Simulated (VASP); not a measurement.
A run of VASP 6.6.1:

File INCAR:

```
ALGO = Normal
EDIFF = 1E-6
ENCUT = 520
GGA = PE
ISIF = 2
ISMEAR = -1
LASPH = True
LCHARG = True
LELF = True
LREAL = False
LVHAR = True
LWAVE = False
NBANDS = 24
NELM = 60
PREC = Accurate
SIGMA = 0.03
```

File KPOINTS:

```
k-points
0
Gamma
  10 10 10
```

The input POSCAR:

```
AlNi3
1.0
    3.7950956590      0.0000000000      0.0000000000
    0.0000000000      3.7950956590      0.0000000000
    0.0000000000      0.0000000000      3.7950956590
Al Ni
1 3
Direct
    0.0000000000      0.0000000000      0.0000000000
    0.0000000000      0.5000000000      0.5000000000
    0.5000000000      0.0000000000      0.5000000000
    0.5000000000      0.5000000000      0.0000000000
```

Potentials or basis: VASP PAW PBE potentials, release 64 (Al, Ni).

Command:

```sh
$ cat potpaw_PBE.64/Al/POTCAR potpaw_PBE.64/Ni/POTCAR > POTCAR
$ mpirun -np 1 vasp_std > vasp.out
```

Hardware: 1 thread of AMD EPYC 9R14 (Zen 4), with other jobs on the host.

Q: Estimate the wall time of this run.

A: Run time: 38 s on 1 thread of AMD EPYC 9R14 (Zen 4), with other jobs on the host, peak memory 0.17 GiB. Counts: scf iterations 14, k points 56.
